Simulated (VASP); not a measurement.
TlCl:

```
Tl Cl
1.0
     3.83400    0.00000    0.00000
     0.00000    3.83400    0.00000
     0.00000    0.00000    3.83400
Tl Cl
1 1
Direct
  0.00000 0.00000 0.00000
  0.50000 0.50000 0.50000
```

- Program: VASP 6.6.1
- Task: relaxation of cell and atoms
- Functional: PBE
- Dispersion: D3(BJ)
- Potentials or basis: VASP PAW PBE potentials, release 64 (Tl_d, Cl)
- Cutoff: 500 eV
- k mesh: 6 × 6 × 6
- Occupations: fermi-dirac, width 0.02 eV
- Spin: no spin polarisation

At the start: pressure 0.4 GPa; volume 28.18 Å³/atom.

Task: How do energy, volume and symmetry change on relaxing?

Result: Over 9 steps the energy falls by 16.9 meV/atom and the volume is 30.05 Å³/atom (+6.6 %); space group Pm-3m (No. 221, to 0.05 Å).

The path:
```csv
step,energy change (eV),largest force (eV/Å),pressure (GPa),volume (Å³)
1,0.0000,0.0000,0.38,56.36
2,-0.0017,0.0000,0.70,56.90
3,-0.0197,0.0000,2.54,58.55
4,-0.0214,0.0000,-1.65,61.93
5,-0.0328,0.0000,-0.70,60.54
6,-0.0332,0.0000,0.61,59.77
7,-0.0338,0.0000,-0.07,60.12
8,-0.0338,0.0000,0.07,60.05
9,-0.0338,0.0000,-0.02,60.09
```

Final structure:
```yaml
crystal:
  lattice:
    - [3.91691, 0.00000, 0.00000]
    - [0.00000, 3.91691, 0.00000]
    - [0.00000, 0.00000, 3.91691]
  atoms:
    - { symbol: Tl, position: [0.00000, 0.00000, 0.00000] }
    - { symbol: Cl, position: [0.50000, 0.50000, 0.50000] }
```
